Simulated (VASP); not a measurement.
Input of a VASP 6.6.1 run:

Contents of POSCAR:

```
TiO2
1.0
    0.0000000000      2.4205597622      2.4205597622
    2.4205597622      0.0000000000      2.4205597622
    2.4205597622      2.4205597622      0.0000000000
Ti O
1 2
Direct
    0.0000000000      0.0000000000      0.0000000000
    0.2500000000      0.2500000000      0.2500000000
    0.7500000000      0.7500000000      0.7500000000
```

Contents of INCAR.step1:

```
SYSTEM = TiO2
PREC = Accurate ; ENCUT = 520
ISMEAR = 0 ; SIGMA = 0.01
LREAL = .False. ; LASPH = .True.
NELM = 80 ; NBANDS = 19
GGA = PE ; ALGO = Normal
EDIFF = 1E-4 ; LWAVE = .True.
LCHARG = .False.
```

File INCAR.step2:

```
SYSTEM = TiO2
PREC = Accurate ; ENCUT = 520
EDIFF = 1E-6 ; ISMEAR = 0
SIGMA = 0.01 ; LREAL = .False.
LASPH = .True. ; NELM = 80
ALGO = Normal ; ISIF = 2
LWAVE = .False. ; LCHARG = .False.
METAGGA = R2SCAN ; LMIXTAU = .True.
NBANDS = 19 ; ISTART = 1
```

The input KPOINTS:

```
regular mesh
0
Gamma
  8 8 8
  0 0 0
```

Potentials or basis: VASP PAW PBE potentials, release 64 (Ti_sv, O).

Launch:

```sh
$ cat potpaw_PBE.64/Ti_sv/POTCAR potpaw_PBE.64/O/POTCAR > POTCAR
$ cp INCAR.step1 INCAR
$ mpirun -np 1 vasp_std > vasp.out
$ cp INCAR.step2 INCAR
$ mpirun -np 1 vasp_std > vasp.out
```

Problem. Predict the pressure.

Solution. -6.3 GPa.

Problem. What does it give for the band gap on the k mesh?

Solution. 1.51 eV, indirect (least direct gap 2.17 eV).

Caveat: the PAW data sets were made with another functional, which shifts forces and pressure a little. A k mesh can miss the band edges.
